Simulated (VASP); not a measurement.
Runs of VASP 6.6.1 on Al2Cu. The structure is that of space group I4/mcm (No. 140), or close to it. The cells are those of the table. 

```csv
cell,further INCAR settings,gap on the mesh (eV),pressure (GPa),largest force (eV/Å)
"a = 4.693 Å, angles 104.4, 104.4, 120.1°, 6 atoms",ALGO = Fast; EDIFF = 1e-07; NBANDS = 26,none,20.0,0.08
"a = 4.718 Å, angles 104.0, 104.0, 121.1°, 6 atoms",ALGO = Fast; EDIFF = 1e-07; NBANDS = 26,none,(b),0.15
"a = 4.730 Å, angles 104.2, 104.2, 120.6°, 6 atoms",ALGO = Fast; EDIFF = 1e-06; NBANDS = 26,none,16.3,0.10
"a = 4.730 Å, angles 105.1, 105.1, 118.5°, 6 atoms",ALGO = Fast; EDIFF = 1e-06; NBANDS = 26,none,15.1,0.07
"a = 4.681 Å, angles 104.2, 104.2, 120.6°, 6 atoms",ALGO = Fast; EDIFF = 1e-06; NBANDS = 26,none,(a),0.13
"a = 4.755 Å, angles 103.8, 103.8, 121.6°, 6 atoms",ALGO = Fast; EDIFF = 1e-07; NBANDS = 26,none,14.8,0.17
"a = 4.717 Å, angles 104.9, 104.9, 119.1°, 6 atoms",ALGO = Fast; EDIFF = 1e-06; NBANDS = 26,none,(c),0.02
"a = 4.705 Å, angles 104.7, 104.7, 119.6°, 6 atoms",ALGO = Fast; EDIFF = 1e-06; NBANDS = 26,none,18.0,0.03
```

Alike in all rows: task single point; level PBE; potentials or basis VASP PAW PBE potentials, release 64 (Al, Cu); no spin polarisation; k mesh 10 × 10 × 10; cutoff (eV) 520; smearing gaussian 0.15 eV.

Question: Estimate the missing entries.

Answer: (a) 21.6; (b) 18.1; (c) 16.6.

Caveats: the cell stands under pressure (at least some runs); the stress differs along the axes, from 10 to 17 GPa (at least some runs); the stress differs along the axes, from 13 to 18 GPa (at least some runs).

A gap of «none» marks levels without a gap at the run's occupations.
